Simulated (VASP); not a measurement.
Set up this calculation in VASP 6.6.1, as the native input.

```
Task                   : single point
Functional             : LDA
Potentials or basis    : VASP PAW LDA potentials, release 64 (Nb_sv)
Cutoff                 : 500 eV
k mesh                 : 11 × 11 × 11
Occupations            : methfessel-paxton, width 0.01 eV
Spin                   : no spin polarisation
Hubbard terms          : Nb d U = 4.0 eV
Dipole correction      : no
Further INCAR settings : ALGO = Normal; EDIFF = 1e-06; NBANDS = 12
```

The structure of Nb lies in POSCAR:

```
Nb
1.0
   -1.6858465900      1.6858465900      1.6858465900
    1.6858465900     -1.6858465900      1.6858465900
    1.6858465900      1.6858465900     -1.6858465900
Nb
1
Direct
    0.0000000000      0.0000000000      0.0000000000
```

This cell differs from its parent crystal: volume scaled by 1.04.

The input as run:

INCAR

```
PREC = Accurate
ENCUT = 500
EDIFF = 1E-6
ISMEAR = 1
SIGMA = 0.01
LREAL = F
LASPH = T
NELM = 200
ALGO = Normal
ISIF = 2
LWAVE = F
LCHARG = T
LMAXMIX = 4
LDAU = T
LDAUTYPE = 2
LDAUL = 2
LDAUU = 4
LDAUJ = 0
LDAUPRINT = 1
GGA = CA
LELF = T
LVHAR = T
NBANDS = 12
GGA_COMPAT = F
```

KPOINTS

```
Automatic mesh
0
Gamma
  11 11 11
```

Potentials or basis: VASP PAW LDA potentials, release 64 (Nb_sv).

Launch:

```bash
$ cat potpaw_LDA.64/Nb_sv/POTCAR > POTCAR
$ mpirun -np 1 vasp_std > vasp.out
```

It gave:

```json
{"Pressure": "-7.8 GPa"}
```

Caveat: U without spin polarisation on a metal has little footing; the U is typed as a test and isn't derived for this compound.

Wall time 4.4 s on 1 thread of Intel(R) Xeon(R) 6975P-C (Granite Rapids), on a shared host, peak memory 0.13 GiB.
